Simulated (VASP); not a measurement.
# WC (P-6m2) in VASP: density of states with PBE

Aim: the density of states of WC with PBE.

Everything below comes from runs of VASP 6.6.1. Logs are shortened: lines on timing, memory, paths and dates and some standing lists are left out, and cuts for length are marked.

## (1) The cell of the first run

It takes space group P-6m2 (No. 187, hexagonal). The conventional cell has a = 2.922 Å, b = 2.922 Å, c = 2.847 Å, α = 90.00°, β = 90.00°, γ = 120.00°. W (site symmetry -6m2) has 6 C at 2.21 Å and 2 W at 2.85 Å within 2.9 Å. Within 2.9 Å of C (site symmetry -6m2) lie 6 W at 2.21 Å and 2 C at 2.85 Å.

## (2) Density of states, PBE

File POSCAR:

```
WC
1.0
    2.9222431135      0.0000000000      0.0000000000
   -1.4611215567      2.5307367724      0.0000000000
    0.0000000000      0.0000000000      2.8465286936
W C
1 1
Direct
    0.0000000000      0.0000000000      0.0000000000
    0.6666666667      0.3333333333      0.5000000000
```

File INCAR.step1:

```
SYSTEM = WC
PREC = Accurate ; ENCUT = 520
EDIFF = 1E-6 ; ISMEAR = 0
SIGMA = 0.1 ; LREAL = .FALSE.
LASPH = .TRUE. ; NELM = 100
ALGO = Normal ; ISIF = 2
LWAVE = .FALSE. ; LCHARG = .TRUE.
LMAXMIX = 4 ; GGA = PE
NBANDS = 16
```

File KPOINTS.step1:

```
Automatic mesh
0
G
  24 24 20
  0 0 0
```

File INCAR.step2:

```
SYSTEM = WC
PREC = Accurate ; ENCUT = 520
EDIFF = 1E-6 ; ISMEAR = -5
SIGMA = 0.1 ; LREAL = .FALSE.
LASPH = .TRUE. ; NELM = 100
ALGO = Normal ; ISIF = 2
LWAVE = .FALSE. ; LCHARG = .FALSE.
LMAXMIX = 4 ; GGA = PE
LORBIT = 11 ; NEDOS = 1001
ICHARG = 11
```

File KPOINTS.step2:

```
Automatic mesh
0
G
  36 36 30
  0 0 0
```

Potentials or basis: VASP PAW PBE potentials, release 64 (W_sv, C).

Run with:

```console
> cat potpaw_PBE.64/W_sv/POTCAR potpaw_PBE.64/C/POTCAR > POTCAR
> cp INCAR.step1 INCAR
> cp KPOINTS.step1 KPOINTS
> mpirun -np 1 vasp_std > vasp.out
> cp INCAR.step2 INCAR
> cp KPOINTS.step2 KPOINTS
> mpirun -np 1 vasp_std > vasp.out
```

OUTCAR:

```text
SYSTEM = WC
   PREC = Accurate
   ENCUT = 520
   EDIFF = 1E-6
   ISMEAR = -5
   LREAL = .FALSE.
   LASPH = .TRUE.
   NELM = 100
   ISIF = 2
   GGA = PE
   LORBIT = 11
   ICHARG = 11

 ion  position               nearest neighbor table
   1  0.000  0.000  0.000-   2 2.21   2 2.21   2 2.21   2 2.21   2 2.21   2 2.21
   2  0.667  0.333  0.500-   1 2.21   1 2.21   1 2.21   1 2.21   1 2.21   1 2.21

  LATTYP: Found a hexagonal cell.
 ALAT       =     2.9222431135
 C/A-ratio  =     0.9740903077

  Lattice vectors:

 A1 = (   2.9222431135,   0.0000000000,   0.0000000000)
 A2 = (  -1.4611215567,   2.5307367724,   0.0000000000)
 A3 = (   0.0000000000,   0.0000000000,   2.8465286936)

Analysis of symmetry for initial positions (statically):
=====================================================================
 Subroutine PRICEL returns:
 Original cell was already a primitive cell.

 Routine SETGRP: Setting up the symmetry group for a
 hexagonal supercell.

 Subroutine GETGRP returns: Found 12 space group operations
 (whereof 12 operations were pure point group operations)
 out of a pool of 24 trial point group operations.

The static configuration has the point symmetry D_3h.

Analysis of symmetry for dynamics (positions and initial velocities):
=====================================================================
 Subroutine PRICEL returns:
 Original cell was already a primitive cell.

 Routine SETGRP: Setting up the symmetry group for a
 hexagonal supercell.

 Subroutine GETGRP returns: Found 12 space group operations
 (whereof 12 operations were pure point group operations)
 out of a pool of 24 trial point group operations.

The dynamic configuration has the point symmetry D_3h.

 Subroutine INISYM returns: Found 12 space group operations
 (whereof 12 operations are pure point group operations),
 and found     1 'primitive' translations

----------------------------------------------------------------------------------------

                                     Primitive cell

  volume of cell :      21.0513

  direct lattice vectors                    reciprocal lattice vectors
     2.922243113  0.000000000  0.000000000     0.342202877  0.197570923  0.000000000
    -1.461121557  2.530736772  0.000000000     0.000000000  0.395141846  0.000000000
     0.000000000  0.000000000  2.846528694     0.000000000  0.000000000  0.351305083

  length of vectors
     2.922243113  2.922243114  2.846528694     0.395141846  0.395141846  0.351305083

  position of ions in fractional coordinates (direct lattice)
     0.000000000  0.000000000  0.000000000
     0.666666667  0.333333333  0.500000000

  ion indices of the primitive-cell ions
   primitive index   ion index
                 1           1
                 2           2

----------------------------------------------------------------------------------------

 KPOINTS: Automatic mesh

Automatic generation of k-mesh.
 Grid dimensions read from file:
 generate k-points for:   36   36   30

 Generating k-lattice:

  Cartesian coordinates                     Fractional coordinates (reciprocal lattice)
     0.009505635  0.005488081  0.000000000     0.027777778  0.000000000  0.000000000
     0.000000000  0.010976162  0.000000000     0.000000000  0.027777778  0.000000000
     0.000000000  0.000000000  0.011710169     0.000000000  0.000000000  0.033333333

  Length of vectors
     0.010976162  0.010976162  0.011710169

  Shift w.r.t. Gamma in fractional coordinates (k-lattice)
     0.000000000  0.000000000  0.000000000

 TETIRR: Found  39315 inequivalent tetrahedra from   233280

 Subroutine IBZKPT returns following result:
 ===========================================

 Found   2032 irreducible k-points:

 Following reciprocal coordinates:
            Coordinates               Weight
  0.000000  0.000000  0.000000      1.000000
  0.027778  0.000000  0.000000      6.000000
  0.055556  0.000000  0.000000      6.000000
  0.083333  0.000000  0.000000      6.000000
  0.111111  0.000000  0.000000      6.000000
  0.138889  0.000000  0.000000      6.000000
[... 16 lines left out ...]
  0.111111  0.027778  0.000000     12.000000
  0.138889  0.027778  0.000000     12.000000
 [... further k-points ...]
   k-points           NKPTS =   2032   k-points in BZ     NKDIM =   2032   number of bands    NBANDS=     13
   number of dos      NEDOS =   1001   number of ions     NIONS =      2
   total plane-waves  NPLWV =  13824
   dimension x,y,z NGX =    24 NGY =   24 NGZ =   24
   dimension x,y,z NGXF=    48 NGYF=   48 NGZF=   48
   ions per type =               1   1
   NGX,Y,Z   is equivalent  to a cutoff of  13.65, 13.65, 14.02 a.u.
   NGXF,Y,Z  is equivalent  to a cutoff of  27.31, 27.31, 28.03 a.u.
 SYSTEM =  WC
   PREC   = accura    normal or accurate (medium, high low for compatibility)
   ISTART =      0    job   : 0-new  1-cont  2-samecut
   ICHARG =     11    charge: 1-file 2-atom 10-const
   ISPIN  =      1    spin polarized calculation?
   LNONCOLLINEAR =      F non collinear calculations
   LSORBIT =      F    spin-orbit coupling
   LASPH  =      T    aspherical Exc in radial PAW
   ENCUT  =  520.0 eV  38.22 Ry    6.18 a.u.   5.43  5.43  5.29*2*pi/ulx,y,z
   NELM   =    100;   NELMIN=  2; NELMDL=  0     # of ELM steps
   EDIFF  = 0.1E-05   stopping-criterion for ELM
   LREAL  =      F    real-space projection
[... 7 lines left out ...]
   TEBEG  =    0.0;   TEEND  =   0.0 temperature during run
   PSTRESS=    0.0 pullay stress
   NELECT =      18.0000    total number of electrons
   NUPDOWN=      -1.0000    fix difference up-down
   EMIN   =  10.00;   EMAX   =-10.00  energy-range for DOS
   EFERMI =   0.00;   METHOD = LEGACY
   ISMEAR =    -5;   SIGMA  =   0.10  broadening in eV -4-tet -1-fermi 0-gaus
   EFERMI_NEDOS =   21; number of points for ismear=-14 and -15
   IALGO  =     38    algorithm
   IMIX   =      4    mixing-type and parameters
     AMIX     =   0.40;   BMIX     =  1.00
     AMIX_MAG =   1.60;   BMIX_MAG =  1.00
  volume/ion in A,a.u.               =      10.53        71.03
  Fermi-wavevector in a.u.,A,eV,Ry     =   1.553839  2.936330 32.850122  2.414416
  Thomas-Fermi vector in A             =   2.658012
   LORBIT       =     11    0 simple, 1 ext, 2 COOP (PROOUT), +10 PAW based schemes
   GGA     = PE    functional components
   LHFCALC =     F    Hartree Fock is set to
   AEXX    =    0.0000 exact exchange contribution
   IVDW    =     0    specifies the selected vdW correction
   LEPSILON=     F    determine dielectric tensor
   LRPA    =     F    only Hartree local field effects (RPA)
 non-spin polarized calculation
 Fermi weights with tetrahedron method with Bloechl corrections
  energy-cutoff  :      520.00
  volume of cell :       21.05
 maximum number of plane-waves:       587
 NGX is ok and might be reduce to    24

 number of electron      18.0000000 magnetization

 Free energy of the ion-electron system (eV)
  ---------------------------------------------------
  ext. energy  EPLUGINS =         0.00000000
  ---------------------------------------------------
  free energy    TOTEN  =       -22.44898339 eV

  energy without entropy =      -22.44898339  energy(sigma->0) =      -22.44898339

 E-fermi :  10.8602     XC(G=0): -13.7200

 val. band max:       10.8978841171   @ k =   0.3333   0.2222   0.0000
 cond. band min:      10.8570204163   @ k =   0.0833   0.0556   0.3667
 fundamental gap:     -0.0408637009
 Fermi energy:        10.8601592496

 k-point     1 :       0.0000    0.0000    0.0000
  band No.  band energies     occupation
      1     -63.1598      2.00000
      2     -27.1364      2.00000
      3     -27.0458      2.00000
      4     -27.0458      2.00000
      5      -3.4655      2.00000
      6       6.6457      2.00000
      7       7.5894      2.00000
      8       7.5894      2.00000
      9      10.9795      0.00000
     10      14.0466      0.00000
     11      14.0466      0.00000
     12      16.4275      0.00000
     13      16.4275      0.00000

 k-point     2 :       0.0278    0.0000    0.0000
  band No.  band energies     occupation
      1     -63.1594      2.00000
      2     -27.1356      2.00000
      3     -27.0519      2.00000
      4     -27.0472      2.00000
      5      -3.4455      2.00000
      6       6.6542      2.00000
      7       7.5576      2.00000
      8       7.6081      2.00000
      9      10.9115      0.43366
     10      14.0393      0.00000
     11      14.1217      0.00000
     12      16.3819      0.00000
     13      16.4127      0.00000

 k-point     3 :       0.0556    0.0000    0.0000
  band No.  band energies     occupation
      1     -63.1582      2.00000
      2     -27.1333      2.00000
      3     -27.0702      2.00000
      4     -27.0513      2.00000
      5      -3.3856      2.00000
      6       6.6747      2.00000
      7       7.4706      2.00000
      8       7.6638      2.00000
      9      10.7264      2.06391
     10      14.0178      0.00000
     11      14.3274      0.00000
     12      16.2533      0.00000
     13      16.3695      0.00000

 k-point     4 :       0.0833    0.0000    0.0000
  band No.  band energies     occupation
      1     -63.1562      2.00000
      2     -27.1295      2.00000
      3     -27.0999      2.00000
      4     -27.0581      2.00000
      5      -3.2872      2.00000
      6       6.6862      2.00000
      7       7.3576      2.00000
      8       7.7556      2.00000
      9      10.4636      2.00000
     10      13.9830      0.00000
     11      14.6222      0.00000
     12      16.0565      0.00000
     13      16.3010      0.00000

 k-point     5 :       0.1111    0.0000    0.0000
  band No.  band energies     occupation
      1     -63.1535      2.00000
      2     -27.1401      2.00000
      3     -27.1243      2.00000
      4     -27.0672      2.00000
      5      -3.1520      2.00000
      6       6.6395      2.00000
      7       7.2780      2.00000
      8       7.8816      2.00000
      9      10.1591      2.00000
     10      13.9361      0.00000
     11      14.9673      0.00000
     12      15.8076      0.00000
     13      16.2117      0.00000
[... 257 lines left out ...]
 k-point    22 :       0.0833    0.0278    0.0000
  band No.  band energies     occupation
      1     -63.1546      2.00000
      2     -27.1265      2.00000
      3     -27.1228      2.00000
      4     -27.0636      2.00000
      5      -3.2096      2.00000
      6       6.6698      2.00000
      7       7.3004      2.00000
      8       7.8273      2.00000
      9      10.2827      2.00000
     10      13.9524      0.00000
     11      14.8306      0.00000
     12      15.9124      0.00000
     13      16.2472      0.00000

 k-point    23 :       0.1111    0.0278    0.0000
  band No.  band energies     occupation
      1     -63.1516      2.00000
      2     -27.1672      2.00000
      3     -27.1207      2.00000
      4     -27.0740      2.00000
      5      -3.0573      2.00000
      6       6.5662      2.00000
      7       7.2716      2.00000
      8       7.9681      2.00000
      9       9.9732      2.00000
     10      13.8981      0.00000
     11      15.1854      0.00000
     12      15.6478      0.00000
     13      16.1497      0.00000

 k-point    24 :       0.1389    0.0278    0.0000
  band No.  band energies     occupation
      1     -63.1480      2.00000
      2     -27.2198      2.00000
      3     -27.1138      2.00000
      4     -27.0864      2.00000
      5      -2.8726      2.00000
      6       6.3677      2.00000
      7       7.3263      2.00000
      8       8.1384      2.00000
      9       9.6541      2.00000
     10      13.8343      0.00000
     11      15.3603      0.00000
     12      15.5521      0.00000
     13      16.0406      0.00000

 [... further k-points ...]
[... 5 lines left out ...]
  --------------------------------------------------------------------------------------
  -------------------------------------------------------------------------------------
  Total        0.1177769      0.1177769      0.1562469      0.0000000      0.0000000     -0.0000000
  in kB        8.9637945      8.9637945     11.8916792      0.0000000      0.0000000     -0.0000000
  external PRESSURE =       9.9397560 kB  Pullay stress =       0.0000000 kB

 VOLUME and BASIS-vectors are now :
 -----------------------------------------------------------------------------
  energy-cutoff  :      520.00
  volume of cell :       21.05
      direct lattice vectors                 reciprocal lattice vectors
     2.922243113  0.000000000  0.000000000     0.342202877  0.197570923  0.000000000
    -1.461121557  2.530736772  0.000000000     0.000000000  0.395141846  0.000000000
     0.000000000  0.000000000  2.846528694     0.000000000  0.000000000  0.351305083

 POSITION                                       TOTAL-FORCE (eV/Angst)
 -----------------------------------------------------------------------------------
      0.00000      0.00000      0.00000        -0.000000      0.000000      0.000000
      1.46112      0.84358      1.42326         0.000000     -0.000000      0.000000
 -----------------------------------------------------------------------------------
    total drift:                               -0.000004      0.000003      0.000000

  FREE ENERGIE OF THE ION-ELECTRON SYSTEM (eV)
  ---------------------------------------------------
  free  energy   TOTEN  =       -22.4489833927 eV

  energy  without entropy=      -22.4489833927  energy(sigma->0) =      -22.44898339

 total charge

# of ion       s       p       d       tot
------------------------------------------
    1        2.345   6.415   3.379  12.138
    2        0.853   1.564   0.000   2.417
--------------------------------------------------
tot          3.198   7.979   3.379  14.555
```

It took 2.6 min on 1 thread of Intel Xeon 6975P-C (Granite Rapids), shared host; peak memory 0.73 GiB.

What came out:

```yaml
Valence_electrons_inside_the_program's_atomic_spheres: W 12.14; C 2.42
```

Caveat: spin-orbit coupling is left out, which moves the levels of the heavy elements; tetrahedron occupations give inexact forces and stress in metals.
